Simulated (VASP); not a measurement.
# NiO: single point with PBE

Crystal: NiO.

```xyz
2
Lattice="-0.0627 2.0599 2.0599 2.0599 -0.0627 2.0599 2.0599 2.0599 -0.0627" Properties=species:S:1:pos:R:3 pbc="T T T"
Ni    0.0000    0.0000    0.0000
O     2.0286    2.0286    2.0286
```

This cell differs from its parent crystal: equal xy, yz and zx shear strains of -3 %.

- Program: VASP 6.6.1
- Task: single point
- Functional: PBE
- Potentials or basis: VASP PAW PBE potentials, release 64 (Ni, O)
- Cutoff: 520 eV
- k mesh: 17 × 17 × 17
- Occupations: fermi-dirac, width 0.03 eV
- Spin: collinear spin, ferromagnetic start
- Starting moments: [1.5, 0.0] μB
- Dipole correction: no
- Further INCAR settings: ALGO = Normal; EDIFF = 1e-06; NBANDS = 19

```
Pressure                                              : 3.7 GPa
Net moment                                            : 1.71 μB per cell
Site moments                                          : Ni +1.41; O +0.26 μB
Valence electrons inside the program's atomic spheres : Ni 8.98; O 4.98
```

Stress tensor (GPa, compression positive):
```
3.71 1.69 1.69
1.69 3.71 1.69
1.69 1.69 3.71
```

Levels at points of the mesh, in eV from the Fermi level:
Spin up:
```csv
k point,band 5,band 6,band 7,band 8,band 9,band 10,band 11,band 12,band 13,band 14
"(0.00, 0.00, 0.00)",-3.09,-2.80,-2.70,-2.70,-2.54,1.50,17.78,18.47,18.47,19.79
```
Spin down:
| k point | band 3 | band 4 | band 5 | band 6 | band 7 | band 8 | band 9 | band 10 | band 11 | band 12 |
| --- | --- | --- | --- | --- | --- | --- | --- | --- | --- | --- |
| (0.00, 0.00, 0.00) | -2.61 | -2.29 | -1.92 | -1.92 | -1.73 | -0.63 | -0.63 | 1.84 | 17.73 | 18.68 |

It took 4.7 min on 1 thread of Intel(R) Xeon(R) Platinum 8375C CPU @ 2.90GHz (Ice Lake), on a shared host, peak memory 0.36 GiB.

Caveat: the cell differs from its parent crystal (equal xy, yz and zx shear strains of -3 %); a cell with one magnetic atom can't hold antiferromagnetic order, which such compounds often take; semilocal functionals often make such compounds metallic where correlation or magnetic order opens a gap, which also shifts bond lengths.
